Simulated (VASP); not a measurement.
# PbSe (Fm-3m) in VASP: a series of runs

The runs below take PbSe through electric field gradients, with PBEsol.

Program: VASP 6.6.1. These are calculated values, not measurements. Logs are shortened: lines on timing, memory, paths and dates and some standing lists are left out, and cuts for length are marked.

## (1) The cell of the first run

Symmetry: Fm-3m, No. 225, cubic system. Conventional cell: a = 6.165 Å, b = 6.165 Å, c = 6.165 Å, α = 90.00°, β = 90.00°, γ = 90.00°. Pb (site symmetry m-3m) has 6 Se at 3.08 Å within 4.1 Å. Se (site symmetry m-3m) has 6 Pb at 3.08 Å within 4.1 Å.

## (2) Electric field gradients, PBEsol (volume scaled by 1.02)

The input, INCAR:

```
SYSTEM = PbSe
ALGO     = Normal         ! electronic algorithm
EDIFF    = 1E-8           ! SCF threshold, eV
ENCUT    = 520            ! plane-wave cutoff, eV
GGA      = PS             ! functional
ISIF     = 2              ! what is computed and relaxed
ISMEAR   = -1             ! smearing method
LASPH    = .TRUE.         ! aspherical terms in the spheres
LCHARG   = .FALSE.        ! write CHGCAR
LEFG     = .TRUE.       
LREAL    = .FALSE.        ! projectors in reciprocal space
LWAVE    = .FALSE.        ! write WAVECAR
NBANDS   = 17             ! bands
NELM     = 80             ! most SCF steps
PREC     = Accurate       ! precision mode
SIGMA    = 0.02           ! smearing width, eV
```

The input, KPOINTS:

```
k-points
0
G
  7 7 7
  0 0 0
```

The input, POSCAR:

```
PbSe
1.0
    0.0000000000      3.0824297301      3.0824297301
    3.0824297301      0.0000000000      3.0824297301
    3.0824297301      3.0824297301      0.0000000000
Pb Se
1 1
Direct
    0.0000000000      0.0000000000      0.0000000000
    0.5000000000      0.5000000000      0.5000000000
```

Potentials or basis: VASP PAW PBE potentials, release 64 (Pb_d, Se).

Command:

```console
$ cat potpaw_PBE.64/Pb_d/POTCAR potpaw_PBE.64/Se/POTCAR > POTCAR
$ mpirun -np 1 vasp_std > vasp.out
```

OUTCAR:

```text
SYSTEM = PbSe
   EDIFF = 1E-8
   ENCUT = 520
   GGA = PS
   ISIF = 2
   ISMEAR = -1
   LASPH = .TRUE.
   LREAL = .FALSE.
   NELM = 80
   PREC = Accurate

 ion  position               nearest neighbor table
   1  0.000  0.000  0.000-   2 3.08   2 3.08   2 3.08   2 3.08   2 3.08   2 3.08
   2  0.500  0.500  0.500-   1 3.08   1 3.08   1 3.08   1 3.08   1 3.08   1 3.08

  LATTYP: Found a face centered cubic cell.
 ALAT       =     6.1648594602

  Lattice vectors:

 A1 = (   0.0000000000,   3.0824297301,   3.0824297301)
 A2 = (   3.0824297301,   0.0000000000,   3.0824297301)
 A3 = (   3.0824297301,   3.0824297301,   0.0000000000)

Analysis of symmetry for initial positions (statically):
=====================================================================
 Subroutine PRICEL returns:
 Original cell was already a primitive cell.

 Routine SETGRP: Setting up the symmetry group for a
 face centered cubic supercell.

 Subroutine GETGRP returns: Found 48 space group operations
 (whereof 48 operations were pure point group operations)
 out of a pool of 48 trial point group operations.

The static configuration has the point symmetry O_h .

Analysis of symmetry for dynamics (positions and initial velocities):
=====================================================================
 Subroutine PRICEL returns:
 Original cell was already a primitive cell.

 Routine SETGRP: Setting up the symmetry group for a
 face centered cubic supercell.

 Subroutine GETGRP returns: Found 48 space group operations
 (whereof 48 operations were pure point group operations)
 out of a pool of 48 trial point group operations.

The dynamic configuration has the point symmetry O_h .

 Subroutine INISYM returns: Found 48 space group operations
 (whereof 48 operations are pure point group operations),
 and found     1 'primitive' translations

----------------------------------------------------------------------------------------

                                     Primitive cell

  volume of cell :      58.5746

  direct lattice vectors                    reciprocal lattice vectors
     0.000000000  3.082429730  3.082429730    -0.162209699  0.162209699  0.162209699
     3.082429730  0.000000000  3.082429730     0.162209699 -0.162209699  0.162209699
     3.082429730  3.082429730  0.000000000     0.162209699  0.162209699 -0.162209699

  length of vectors
     4.359213929  4.359213929  4.359213929     0.280955441  0.280955441  0.280955441

  position of ions in fractional coordinates (direct lattice)
     0.000000000  0.000000000  0.000000000
     0.500000000  0.500000000  0.500000000

  ion indices of the primitive-cell ions
   primitive index   ion index
                 1           1
                 2           2

----------------------------------------------------------------------------------------

 KPOINTS: k-points

Automatic generation of k-mesh.
 Grid dimensions read from file:
 generate k-points for:    7    7    7

 Generating k-lattice:

  Cartesian coordinates                     Fractional coordinates (reciprocal lattice)
    -0.023172814  0.023172814  0.023172814     0.142857143  0.000000000  0.000000000
     0.023172814 -0.023172814  0.023172814     0.000000000  0.142857143  0.000000000
     0.023172814  0.023172814 -0.023172814     0.000000000  0.000000000  0.142857143

  Length of vectors
     0.040136492  0.040136492  0.040136492

  Shift w.r.t. Gamma in fractional coordinates (k-lattice)
     0.000000000  0.000000000  0.000000000

 Subroutine IBZKPT returns following result:
 ===========================================

 Found     20 irreducible k-points:

 Following reciprocal coordinates:
            Coordinates               Weight
  0.000000  0.000000  0.000000      1.000000
  0.142857  0.000000  0.000000      8.000000
  0.285714  0.000000  0.000000      8.000000
  0.428571  0.000000  0.000000      8.000000
  0.142857  0.142857  0.000000      6.000000
  0.285714  0.142857  0.000000     24.000000
[... 12 lines left out ...]
 -0.428571  0.428571  0.142857     24.000000
 -0.285714  0.428571  0.142857     24.000000
   k-points           NKPTS =     20   k-points in BZ     NKDIM =     20   number of bands    NBANDS=     17
   number of dos      NEDOS =    301   number of ions     NIONS =      2
   total plane-waves  NPLWV =  32768
   dimension x,y,z NGX =    32 NGY =   32 NGZ =   32
   dimension x,y,z NGXF=    64 NGYF=   64 NGZF=   64
   ions per type =               1   1
   NGX,Y,Z   is equivalent  to a cutoff of  12.20, 12.20, 12.20 a.u.
   NGXF,Y,Z  is equivalent  to a cutoff of  24.41, 24.41, 24.41 a.u.
 SYSTEM =  PbSe
   PREC   = accura    normal or accurate (medium, high low for compatibility)
   ISTART =      0    job   : 0-new  1-cont  2-samecut
   ICHARG =      2    charge: 1-file 2-atom 10-const
   ISPIN  =      1    spin polarized calculation?
   LNONCOLLINEAR =      F non collinear calculations
   LSORBIT =      F    spin-orbit coupling
   LASPH  =      T    aspherical Exc in radial PAW
   ENCUT  =  520.0 eV  38.22 Ry    6.18 a.u.   8.11  8.11  8.11*2*pi/ulx,y,z
   NELM   =     80;   NELMIN=  2; NELMDL= -5     # of ELM steps
   EDIFF  = 0.1E-07   stopping-criterion for ELM
   LREAL  =      F    real-space projection
   EDIFFG = 0.1E-06   stopping-criterion for IOM
   NSW    =      0    number of steps for IOM
   IBRION =     -1    ionic relax: 0-MD 1-quasi-New 2-CG
   NFREE  =      0    steps in history (QN), initial steepest desc. (CG)
   ISIF   =      2    stress and relaxation
   ISYM   =      2    0-nonsym 1-usesym 2-fastsym
   POTIM  = 0.5000    time-step for ionic-motion
   TEBEG  =    0.0;   TEEND  =   0.0 temperature during run
   PSTRESS=    0.0 pullay stress
   NELECT =      20.0000    total number of electrons
   NUPDOWN=      -1.0000    fix difference up-down
   EMIN   =  10.00;   EMAX   =-10.00  energy-range for DOS
   EFERMI =   0.00;   METHOD = LEGACY
   ISMEAR =    -1;   SIGMA  =   0.02  broadening in eV -4-tet -1-fermi 0-gaus
   EFERMI_NEDOS =   21; number of points for ismear=-14 and -15
   IALGO  =     38    algorithm
   IMIX   =      4    mixing-type and parameters
     AMIX     =   0.40;   BMIX     =  1.00
     AMIX_MAG =   1.60;   BMIX_MAG =  1.00
  volume/ion in A,a.u.               =      29.29       197.64
  Fermi-wavevector in a.u.,A,eV,Ry     =   1.144234  2.162289 17.813730  1.309272
  Thomas-Fermi vector in A             =   2.280927
   LORBIT       =      0    0 simple, 1 ext, 2 COOP (PROOUT), +10 PAW based schemes
   GGA     = PS    functional components
   LHFCALC =     F    Hartree Fock is set to
   AEXX    =    0.0000 exact exchange contribution
   IVDW    =     0    specifies the selected vdW correction
   LEPSILON=     F    determine dielectric tensor
   LRPA    =     F    only Hartree local field effects (RPA)
 non-spin polarized calculation
  energy-cutoff  :      520.00
  volume of cell :       58.57
 maximum number of plane-waves:      1600
   NGX = 17   NGY = 17   NGZ = 17

 number of electron      19.9999994 magnetization

 Free energy of the ion-electron system (eV)
  ---------------------------------------------------
  ext. energy  EPLUGINS =         0.00000000
  ---------------------------------------------------
  free energy    TOTEN  =        -8.91125970 eV

  energy without entropy =       -8.91125970  energy(sigma->0) =       -8.91125970

 E-fermi :   4.7819     XC(G=0):  -9.6229

 val. band max:        4.3845868775   @ k =   0.4286   0.0000   0.0000
 cond. band min:       5.2230321742   @ k =   0.4286   0.0000   0.0000
 fundamental gap:      0.8384452967
 Fermi energy:         4.7819104200

 k-point     1 :       0.0000    0.0000    0.0000
  band No.  band energies     occupation
      1     -12.0625      2.00000
      2     -12.0625      2.00000
      3     -12.0625      2.00000
      4     -12.0599      2.00000
      5     -12.0599      2.00000
      6      -8.7803      2.00000
[... 9 lines left out ...]
     16      11.1429      0.00000
     17      12.7225      0.00000

 k-point     2 :       0.1429    0.0000    0.0000
  band No.  band energies     occupation
      1     -12.0646      2.00000
      2     -12.0646      2.00000
      3     -12.0617      2.00000
      4     -12.0560      2.00000
      5     -12.0560      2.00000
      6      -8.6315      2.00000
[... 9 lines left out ...]
     16      11.5740      0.00000
     17      14.0052      0.00000

 k-point     3 :       0.2857    0.0000    0.0000
  band No.  band energies     occupation
      1     -12.0741      2.00000
      2     -12.0741      2.00000
      3     -12.0604      2.00000
      4     -12.0430      2.00000
      5     -12.0430      2.00000
      6      -8.2385      2.00000
[... 9 lines left out ...]
     16      12.6675      0.00000
     17      16.0742      0.00000

 k-point     4 :       0.4286    0.0000    0.0000
  band No.  band energies     occupation
      1     -12.0816      2.00000
      2     -12.0816      2.00000
      3     -12.0596      2.00000
      4     -12.0325      2.00000
      5     -12.0325      2.00000
      6      -7.8265      2.00000
[... 9 lines left out ...]
     16      14.2516      0.00000
     17      15.2614      0.00000
[... 263 lines left out ...]
      1     -12.1175      2.00000
      2     -12.0677      2.00000
      3     -12.0550      2.00000
      4     -12.0416      2.00000
      5     -12.0289      2.00000
      6      -7.5859      2.00000
[... 9 lines left out ...]
     16      14.9758      0.00000
     17      15.9854      0.00000

 k-point    19 :      -0.4286    0.4286    0.1429
  band No.  band energies     occupation
      1     -12.1509      2.00000
      2     -12.0682      2.00000
      3     -12.0533      2.00000
      4     -12.0321      2.00000
      5     -12.0226      2.00000
      6      -7.4625      2.00000
[... 9 lines left out ...]
     16      15.8891      0.00000
     17      16.7817      0.00000

 k-point    20 :      -0.2857    0.4286    0.1429
  band No.  band energies     occupation
      1     -12.1401      2.00000
      2     -12.0613      2.00000
      3     -12.0548      2.00000
      4     -12.0441      2.00000
      5     -12.0228      2.00000
      6      -7.4105      2.00000
[... 9 lines left out ...]
     16      16.1603      0.00000
     17      16.5664      0.00000

------------------------ aborting loop because EDIFF is reached ----------------------------------------

  FORCE on cell =-STRESS in cart. coord.  units (eV):
  Direction    XX          YY          ZZ          XY          YZ          ZX
  --------------------------------------------------------------------------------------
  -------------------------------------------------------------------------------------
  Total       -0.5791116     -0.5791116     -0.5791116     -0.0000000      0.0000000      0.0000000
  in kB      -15.8402955    -15.8402955    -15.8402955     -0.0000000      0.0000000      0.0000000
  external PRESSURE =     -15.8402955 kB  Pullay stress =       0.0000000 kB

 VOLUME and BASIS-vectors are now :
 -----------------------------------------------------------------------------
  energy-cutoff  :      520.00
  volume of cell :       58.57
      direct lattice vectors                 reciprocal lattice vectors
     0.000000000  3.082429730  3.082429730    -0.162209699  0.162209699  0.162209699
     3.082429730  0.000000000  3.082429730     0.162209699 -0.162209699  0.162209699
     3.082429730  3.082429730  0.000000000     0.162209699  0.162209699 -0.162209699

 POSITION                                       TOTAL-FORCE (eV/Angst)
 -----------------------------------------------------------------------------------
      0.00000      0.00000      0.00000         0.000000      0.000000      0.000000
      3.08243      3.08243      3.08243         0.000000      0.000000     -0.000000
 -----------------------------------------------------------------------------------
    total drift:                                0.000000     -0.000000     -0.000000

  FREE ENERGIE OF THE ION-ELECTRON SYSTEM (eV)
  ---------------------------------------------------
  free  energy   TOTEN  =        -8.9112597036 eV

  energy  without entropy=       -8.9112597035  energy(sigma->0) =       -8.91125970

 Electric field gradients (V/A^2)
---------------------------------------------------------------------
 ion       V_xx      V_yy      V_zz      V_xy      V_xz      V_yz
---------------------------------------------------------------------
   1      -0.000    -0.000    -0.000     0.001     0.001     0.001
   2      -0.000    -0.000    -0.000     0.000     0.000     0.000
---------------------------------------------------------------------

 Electric field gradients after diagonalization (V/A^2)
 (convention: |V_zz| > |V_xx| > |V_yy|)
----------------------------------------------------------------------
 ion       V_xx      V_yy      V_zz     asymmetry (V_yy - V_xx)/ V_zz
----------------------------------------------------------------------
   1      -0.001    -0.001     0.002       0.000
   2      -0.000    -0.000     0.001       0.000
----------------------------------------------------------------------

           NMR quadrupolar parameters

 Cq : quadrupolar parameter    Cq=e*Q*V_zz/h
 eta: asymmetry parameters     (V_yy - V_xx)/ V_zz
 Q  : nuclear electric quadrupole moment in mb (millibarn)
----------------------------------------------------------------------
 ion       Cq(MHz)       eta       Q (mb)
----------------------------------------------------------------------
   1       0.000       0.000       1.000
   2       0.000       0.000       1.000
----------------------------------------------------------------------
```

Wall time 8.4 s (1 thread of Intel Xeon 6975P-C (Granite Rapids), shared host); peak memory 0.18 GiB.

What came out:

```yaml
Free_energy: -8.9113 eV
Pressure: -1.6 GPa
```

Levels at points of the mesh, in eV from the Fermi level:
| k point | band 6 | band 7 | band 8 | band 9 | band 10 | band 11 | band 12 | band 13 | band 14 | band 15 |
| --- | --- | --- | --- | --- | --- | --- | --- | --- | --- | --- |
| (0.00, 0.00, 0.00) | -13.56 | -6.50 | -1.91 | -1.91 | -1.91 | 4.50 | 4.50 | 4.50 | 6.36 | 6.36 |

Caveat: this odd mesh misses L, where the gap lies, so gap, dielectric constants and Born charges aren't listed; without QUAD_EFG the Cq values of the log hold for a quadrupole moment of 1 mb, not for the nuclei; the PAW data sets were made with another functional, which shifts forces and pressure a little; spin-orbit coupling is left out, which moves the levels of the heavy elements.

[end of part 1 of 2]
